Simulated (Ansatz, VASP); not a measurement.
One calculation of Nb, two programs

The input INCAR:

```
SYSTEM = Nb
PREC = Accurate ; ENCUT = 520
EDIFF = 1E-6 ; ISMEAR = -1
SIGMA = 0.1 ; LREAL = .FALSE.
LASPH = .TRUE. ; NELM = 100
ALGO = Normal ; ISIF = 2
LWAVE = .FALSE. ; LCHARG = .TRUE.
GGA = RP ; LELF = .TRUE.
LVHAR = .TRUE. ; NBANDS = 26
```

Contents of KPOINTS:

```
regular mesh
0
G
  8 8 13
  0 0 0
```

File POSCAR:

```
Nb
1.0
    4.9766154507      0.0000000000      0.0000000000
   -2.4883077253      4.3098754051      0.0000000000
    0.0000000000      0.0000000000      2.7389025409
Nb
3
Direct
    0.0000000000      1.0000000000      1.0000000000
    0.3333333333      0.6666666667      0.5000000000
    0.6666666667      0.3333333333      0.5000000000
```

Input for Ansatz:

```yaml
crystal:
  lattice:
    - [4.9766154507, 0.0, 0.0]
    - [-2.4883077253, 4.3098754051, 0.0]
    - [0.0, 0.0, 2.7389025409]
  atoms:
    - { symbol: Nb, position: [0.0, 1.0, 1.0] }
    - { symbol: Nb, position: [0.3333333333, 0.6666666667, 0.5] }
    - { symbol: Nb, position: [0.6666666667, 0.3333333333, 0.5] }
hamiltonian:
  xc: rpbe
  pseudopotentials:
    kind: paw
    azcp:
      Nb: "pseudopotentials/Nb.paw.azcp"
basis:
  ecutwfc: 420
  fft_grid_basis: typed
kpoints:
  mp_grid: { grid: [8, 8, 13], shift: [0, 0, 0] }
magnetization:
  spin_polarized: false
scf:
  occupations: { method: fermi_dirac, width: 0.1 }
  lower_state_search: "off"
output:
  stress: true
```

Alike in both runs: task single point; functional RPBE; k mesh 8 × 8 × 13; occupations fermi-dirac, width 0.1 eV; no spin polarisation.

|  | VASP | Ansatz |
| --- | --- | --- |
| version | VASP 6.6.1 | Ansatz 0.2.0 |
| potentials or method | VASP PAW PBE potentials, release 64 (Nb_sv), cutoff 520 eV | plane waves (420 eV) with PAW, scalar-relativistic |
| valence electrons in the cell | 39 | 39 |

```tsv
	VASP	Ansatz	Ansatz less VASP
pressure (GPa)	-6.0	-5.7	+0.29
traceless stress, the component that is largest in VASP (GPa)	-1.02	-1.06	-0.041
```

VASP's potentials were made for PBE, not for RPBE.
